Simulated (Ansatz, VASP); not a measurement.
## Two plane-wave programs on Al

```
Al
1.0
     0.00000    3.06313    3.06313
     3.06313    0.00000    3.06313
     3.06313    3.06313    0.00000
Al
2
Direct
  0.00000 0.00000 0.00000
  0.25000 0.25000 0.25000
```

Change from the starting cell: functional r2scan, volume scaled by 1.04, PAW files.

Alike in both runs: task electric field gradients; functional r2SCAN; k mesh 9 × 9 × 9; occupations fermi-dirac, width 0.08 eV; no spin polarisation.

|  | VASP | Ansatz |
| --- | --- | --- |
| version | VASP 6.6.1 | Ansatz 0.2.0 |
| potentials or method | VASP PAW PBE potentials, release 64 (Al) | PAW with Ansatz's default frozen-core files, scalar-relativistic |
| plane-wave cutoff (eV) | 520 | 500 |
| valence electrons in the cell | 6 | 6 |

Ansatz gave:

* pressure (GPa): -1.8

Question: What did VASP give for the same quantities?

Answer: Pressure (GPa): -1.9.

VASP's potentials were made for PBE, not for r2SCAN. With one functional, cell and mesh, what is left measures potentials, basis and numerics.
